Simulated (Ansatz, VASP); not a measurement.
## ZnS: VASP beside Ansatz

File INCAR:

```
SYSTEM = ZnS
ALGO = Normal
EDIFF = 1E-7
ENCUT = 520
GGA = PE
ISIF = 2
ISMEAR = 0
LASPH = .True.
LCHARG = .False.
LREAL = .False.
LWAVE = .False.
NBANDS = 16
NELM = 80
PREC = Accurate
SIGMA = 0.023
```

KPOINTS

```
k-points
0
Gamma
  9 9 9
  0 0 0
```

The input POSCAR:

```
ZnS
1.0
    0.0000000000      2.7020000000      2.7020000000
    2.7020000000      0.0000000000      2.7020000000
    2.7020000000      2.7020000000      0.0000000000
Zn S
1 1
Direct
    0.7500000000      0.7500000000      0.7500000000
    0.0000000000      0.0000000000      0.0000000000
```

input.yaml

```yaml
crystal:
  lattice:
    - [0.0, 2.702, 2.702]
    - [2.702, 0.0, 2.702]
    - [2.702, 2.702, 0.0]
  atoms:
    - { symbol: Zn, position: [0.75, 0.75, 0.75] }
    - { symbol: S, position: [0.0, 0.0, 0.0] }
kpoints:
  mp_grid: { grid: [9, 9, 9] }
scf:
  occupations: { method: gaussian, width: 0.023 }
hamiltonian:
  xc: pbe
  pseudopotentials: { kind: all_electron, lapw: { basis_error: 0.001 } }
output:
  forces: true
  stress: true
  eigenvalues: true
```

Alike in both runs: task single point; functional PBE; k mesh 9 × 9 × 9; occupations gaussian, width 0.023 eV; no spin polarisation.

|  | VASP | Ansatz |
| --- | --- | --- |
| version | VASP 6.6.1 | Ansatz 0.2.0 |
| potentials or method | VASP PAW PBE potentials, release 64 (Zn, S), cutoff 520 eV | all-electron LAPW, scalar-relativistic |

```tsv
	VASP	Ansatz	Ansatz less VASP
gap on the k mesh at the Fermi level (eV)	2.11	2.11	-0.002
least direct gap on the mesh (eV)	2.11	2.11	-0.002
pressure (GPa)	1.8	1.6	-0.15
```

Ansatz ran all-electron here, and VASP with PAW potentials.
